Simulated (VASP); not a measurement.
## SiC (Moissanite): elastic constants with PBE

Crystal: SiC (Moissanite).

```
Si C
1.0
     3.07600    0.00000    0.00000
    -1.53800    2.66389    0.00000
     0.00000    0.00000    5.04800
Si C
2 2
Direct
  0.66667 0.33333 0.50000
  0.33333 0.66667 0.00000
  0.66667 0.33333 0.88500
  0.33333 0.66667 0.38500
```

```json
{"Program": "VASP 6.6.1", "Task": "elastic constants", "Functional": "PBE", "Potentials or basis": "VASP PAW PBE potentials, release 64 (Si, C)", "Cutoff": "600 eV", "k mesh": "7 × 7 × 4", "Occupations": "gaussian, width 0.01 eV", "Spin": "no spin polarisation", "Dipole correction": "no", "Ions in elastic constants": "relaxed", "Further INCAR settings": "ALGO = Normal; EDIFF = 1e-08; IBRION = 6; POTIM = 0.015; NSW = 1; ISIF = 3"}
```

```json
{"Voigt bulk modulus": "222 GPa", "Highest phonon frequency at Γ, LO-TO splitting left out": "828 cm⁻¹"}
```

Phonon frequencies in cm⁻¹ (negative: imaginary):
| q point | frequencies |
| --- | --- |
| (0.000, 0.000, 0.000) | 0 0 0 261 261 556 684 787 796 796 828 828 |

Elastic tensor in Voigt notation (GPa, in the Cartesian axes of the cell as first typed):
```
519 118  57   0   0   0
118 519  57   0   0   0
 57  57 496   0   0   0
  0   0   0 156   0   0
  0   0   0   0 156   0
  0   0   0   0   0 200
```

Clamped-ion elastic tensor (GPa):
```
578  88  38   0   0   0
 88 578  38   0   0   0
 38  38 519   0   0   0
  0   0   0 168   0   0
  0   0   0   0 168   0
  0   0   0   0   0 245
```

Wall time 12 min on 1 thread of AMD EPYC 7R43 64-Core Processor (Zen 3), on a shared host, peak memory 0.2 GiB.

Caveat: the cell is under stress, which shifts elastic constants.
